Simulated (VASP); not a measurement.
Wanted: the native input for a VASP 6.6.1 run.

- Task: single point
- Functional: PBE
- Potentials or basis: VASP PAW PBE potentials, release 64 (La, O)
- Cutoff: 520 eV
- k mesh: 6 × 6 × 4
- Occupations: gaussian, width 0.01 eV
- Spin: no spin polarisation
- Dipole correction: no
- Further INCAR settings: ALGO = Normal; EDIFF = 1e-07; NBANDS = 28

The structure of La2O3 lies in POSCAR:

```
La2O3
1.0
    3.7951243164      0.0000000000      0.0000000000
   -1.8975621582      3.2866740678      0.0000000000
    0.0000000000      0.0000000000      5.9010262428
La O
2 3
Direct
    0.6666666667      0.3333333333      0.7537643200
    0.3333333333      0.6666666667      0.2462356800
    0.6666666667      0.3333333333      0.3541093500
    0.3333333333      0.6666666667      0.6458906500
    0.0000000000      0.0000000000      0.0000000000
```

The input as run:

INCAR

```
SYSTEM = La2O3
PREC = Accurate ; ENCUT = 520
EDIFF = 1E-7 ; ISMEAR = 0
SIGMA = 0.01 ; LREAL = .FALSE.
LASPH = .TRUE. ; NELM = 100
ALGO = Normal ; ISIF = 2
LWAVE = .FALSE. ; LCHARG = .FALSE.
GGA = PE ; NBANDS = 28
```

KPOINTS

```
regular mesh
0
G
  6 6 4
  0 0 0
```

Potentials or basis: VASP PAW PBE potentials, release 64 (La, O).

Run with:

```bash
$ cat potpaw_PBE.64/La/POTCAR potpaw_PBE.64/O/POTCAR > POTCAR
$ mpirun -np 1 vasp_std > vasp.out
```

Results of the run:

The pressure is 19.6 GPa. The largest force is 0.911 eV/Å. The band gap on the k mesh is 3.85 eV, indirect (least direct gap 3.87 eV).

Caveat: spin-orbit coupling is left out, which moves the levels of the heavy elements.

Wall time 34 s on 1 thread of Intel(R) Xeon(R) 6975P-C (Granite Rapids), with other jobs on the host, peak memory 0.21 GiB.
